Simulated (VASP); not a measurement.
Write the native input for VASP 6.6.1 that does the following.

```
Task                   : single point
Functional             : PBE
Potentials or basis    : VASP PAW PBE potentials, release 64 (Ho_3, Au, Cl), 4f in core
Cutoff                 : 500 eV
k mesh                 : 4 × 4 × 4
Occupations            : gaussian, width 0.1 eV
Spin                   : collinear spin
Starting moments       : [0.0, 1.0, 0.0, 0.0, 0.0, 0.0] μB
Dipole correction      : no
Mended                 : yes
Further INCAR settings : ALGO = Normal; EDIFF = 1e-06; NBANDS = 37
```

The structure of HoAuCl4 lies in POSCAR:

```
HoAuCl4
1.0
    0.0000000000      4.3104372700      4.3104372700
    4.3104372700      0.0000000000      4.3104372700
    4.3104372700      4.3104372700      0.0000000000
Ho Au Cl
1 1 4
Direct
    0.7500000000      0.7500000000      0.7500000000
    0.0000000000      0.0000000000      0.0000000000
    0.8749721900      0.3750092700      0.3750092700
    0.3750092700      0.3750092700      0.3750092700
    0.3750092700      0.8749721900      0.3750092700
    0.3750092700      0.3750092700      0.8749721900
```

The cell was built from a structure type or drawn by symmetry, and may not be a known phase.

One way to write it, as run:

INCAR

```
PREC = Accurate
ENCUT = 500
EDIFF = 1E-6
ISMEAR = 0
SIGMA = 0.1
LREAL = False
LASPH = True
NELM = 200
ALGO = Normal
ISIF = 2
LWAVE = False
LCHARG = False
ISPIN = 2
MAGMOM = 0 1 0 0 0 0
LORBIT = 11
LMAXMIX = 6
GGA = PE
NBANDS = 37
GGA_COMPAT = False
```

KPOINTS

```
regular mesh
0
Gamma
  4 4 4
```

Potentials or basis: VASP PAW PBE potentials, release 64 (Ho_3, Au, Cl), 4f in core.

Run with:

```sh
$ cat potpaw_PBE.64/Ho_3/POTCAR potpaw_PBE.64/Au/POTCAR potpaw_PBE.64/Cl/POTCAR > POTCAR
$ mpirun -np 1 vasp_std > vasp.out
```

Results of the run:

* Pressure: -5.6 GPa
* Net moment: -1.75 μB per cell
* Site moments: Ho -0.02; Au -0.07; Cl -0.33 μB
* Valence electrons inside the program's atomic spheres: Ho 6.79; Au 9.48; Cl 5.01

Caveat: the magnetic or orbital state may not be the lowest; the cell stands under tension.

Run time: 2 min on 1 thread of Intel(R) Xeon(R) 6975P-C (Granite Rapids), on a shared host, peak memory 0.45 GiB.
